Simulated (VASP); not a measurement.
Wanted: the native input for a VASP 6.6.1 run.

* Task: single point
* Functional: PBEsol
* Potentials or basis: VASP PAW PBE potentials, release 64 (Cu, Ge_d)
* Cutoff: 410 eV
* k mesh: 1 × 1 × 1, shifted
* Occupations: fermi-dirac, width 0.0664 eV
* Spin: no spin polarisation
* Dipole correction: no
* Mended: yes
* Further INCAR settings: LREAL = Auto; ALGO = Normal; EDIFF = 1e-06; NBANDS = 108; ISYM = -1

The structure of Cu3Ge lies in POSCAR:

```
Cu3Ge
1.0
    5.8084680000      0.2175700000     -0.1413800000
    0.2175700000      6.0343640000     -0.1031110000
   -0.1413800000     -0.1031110000      6.2614650000
Cu Ge
12 4
Direct
    0.4335896149      0.8700177257      0.8723098025
    0.6871583654      0.5739619753      0.6744821289
    0.2177059029      0.5601424326      0.7708159523
    0.6306936915      0.6835370809      0.1826728515
    0.8759536521      0.8897704528      0.8951132760
    0.6605463102      0.1515473970      0.6652657551
    0.7566150805      0.1363688896      0.2240717424
    0.5006462761      0.3829013982      0.9781208897
    0.3615755844      0.3221491311      0.4054477147
    0.1554131638      0.1857255167      0.6822513033
    0.1720503879      0.7210060178      0.1718804042
    0.9362855558      0.4179682106      0.9897583348
    0.9454732998      0.4406950158      0.3939130090
    0.3644282397      0.8754937688      0.4999925581
   -0.0982654915      0.8776733336      0.4853191705
    0.1786398747      0.1253091287      0.0786780498
```

These files were run (other wordings do the same):

INCAR

```
PREC     = Accurate       # precision mode
ENCUT    = 410            # plane-wave cutoff, eV
EDIFF    = 1E-6           # SCF threshold, eV
ISMEAR   = -1             # smearing method
SIGMA    = 0.0664         # smearing width, eV
LREAL    = Auto         
LASPH    = True           # aspherical terms in the spheres
NELM     = 120            # most SCF steps
ALGO     = Normal         # electronic algorithm
ISIF     = 2              # what is computed and relaxed
LWAVE    = False          # write WAVECAR
LCHARG   = True           # write CHGCAR
GGA      = PS             # functional
LELF     = True           # ELF
LVHAR    = True         
NBANDS   = 108            # bands
ISYM     = -1           
GGA_COMPAT= False
```

KPOINTS

```
explicit points
1
Reciprocal
  0.25000000   0.25000000   0.25000000 1
```

Potentials or basis: VASP PAW PBE potentials, release 64 (Cu, Ge_d).

Launch:

```bash
$ cat potpaw_PBE.64/Cu/POTCAR potpaw_PBE.64/Ge_d/POTCAR > POTCAR
$ mpirun -np 1 vasp_std > vasp.out
```

It gave:

* Pressure: -4.9 GPa
* Largest force: 1.484 eV/Å

Caveat: the atoms stand as in a frame of molecular dynamics; the PAW data sets were made with another functional, which shifts forces and pressure a little.

It took 120 s on 1 thread of Intel(R) Xeon(R) Platinum 8375C CPU @ 2.90GHz (Ice Lake), with other jobs on the host, peak memory 0.24 GiB.
